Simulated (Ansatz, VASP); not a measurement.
Mg3ZrN2 in VASP and in Ansatz

```xyz
6
Lattice="4.4697 0.0000 0.0000 0.0000 4.4697 0.0000 0.0000 0.0000 4.4151" Properties=species:S:1:pos:R:3 pbc="T T T"
Mg    2.2348    2.2348    0.0000
Mg    0.0000    2.2348    2.2076
Mg    2.2348    0.0000    2.2076
Zr    0.0000    0.0000    0.0000
N     0.0000    2.2348    0.0000
N     2.2348    0.0000    0.0000
```

Alike in both runs: functional PBE; k mesh 4 × 4 × 4; occupations gaussian, width 0.2 eV; no spin polarisation.

Ansatz relaxed the structure, and its values are those at the end. VASP's run is a single point on that final structure, the one shown.

|  | VASP | Ansatz |
| --- | --- | --- |
| version | VASP 6.6.1 | Ansatz 0.2.0 |
| potentials or method | VASP PAW PBE potentials, release 64 (Mg, Zr_sv, N), cutoff 600 eV | scalar-relativistic, plane waves, PAW |
| valence electrons in the cell | 28 | 52 |

Ansatz gave:

| Quantity | Value |
| --- | --- |
| gap on the k mesh at the Fermi level (eV) | none |
| pressure (GPa) | -0.1 |

Problem. Estimate VASP's values.

Solution. gap on the k mesh at the Fermi level (eV): none; pressure (GPa): -0.4.

A gap of «none» marks a metal or a gap that the smearing closes. VASP's potentials hold 28 valence electrons a cell and Ansatz's 52, so a difference there can come from the potentials and not from the codes.
